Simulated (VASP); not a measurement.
TiN:

```xyz
2
Lattice="0.0000 2.0443 2.0443 2.0443 0.0000 2.0443 2.0443 2.0443 0.0000" Properties=species:S:1:pos:R:3 pbc="T T T"
Ti    0.0000    0.0000    0.0000
N     2.0443    2.0443    2.0443
```

Base run:

* Program: VASP 6.6.1
* Functional: PBEsol
* Potentials or basis: VASP PAW PBE potentials, release 64 (Ti_sv, N)
* Cutoff: 520 eV
* k mesh: 20 × 20 × 20
* Occupations: gaussian, width 0.15 eV
* Spin: collinear spin
* Starting moments: [0.375, 0.0] μB
* Fixed moment: 0.375 μB

Its results: pressure 31.7 GPa; site moments Ti +0.28; N +0.03 μB.

Q: The run is repeated on the same cell with these changes: fixed moment from 0.375 μB to 0.625 μB; moments at the start from [0.38, 0.0] to [0.62, 0.0]. What comes out?

A: Pressure 34.1 GPa; site moments Ti +0.47; N +0.04 μB.

Caveats: the cell stands under pressure; the PAW data sets were made with another functional, which shifts forces and pressure a little; the total moment is fixed, so each spin has its own Fermi level and the state may be an excited one.
